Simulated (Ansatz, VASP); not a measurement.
# CsPbCl3 in VASP and in Ansatz

```
Cs Pb Cl
1.0
     5.88525    0.00000    0.00000
     0.00000    5.88525    0.00000
     0.00000    0.00000    5.60500
Cs Pb Cl
1 1 3
Direct
  0.00000 0.00000 0.00000
  0.50000 0.50000 0.50000
  0.00000 0.50000 0.50000
  0.50000 0.00000 0.50000
  0.50000 0.50000 0.00000
```

Change from the starting cell: strain +0.050 along x and y, +0.000 along z, atoms carried along.

Alike in both runs: task single point; functional PBEsol; k mesh 6 × 6 × 6; occupations gaussian, width 0.05 eV; no spin polarisation.

|  | VASP | Ansatz |
| --- | --- | --- |
| version | VASP 6.6.1 | Ansatz 0.2.0 |
| potentials or method | VASP PAW PBE potentials, release 64 (Cs_sv, Pb_d, Cl), cutoff 520 eV | scalar-relativistic, plane waves, PAW |
| valence electrons in the cell | 44 | 44 |

|  | VASP | Ansatz | Ansatz less VASP |
| --- | --- | --- | --- |
| gap on the k mesh at the Fermi level (eV) | 2.05 | 2.05 | -0.004 |
| least direct gap on the mesh (eV) | 2.05 | 2.05 | -0.004 |
| pressure (GPa) | -1.7 | -1.7 | +0.03 |
| traceless stress, the component that is largest in VASP (GPa) | 1.20 | 1.20 | -0.003 |

VASP's potentials were made for PBE, not for PBEsol.

Neither program's run includes spin-orbit coupling.
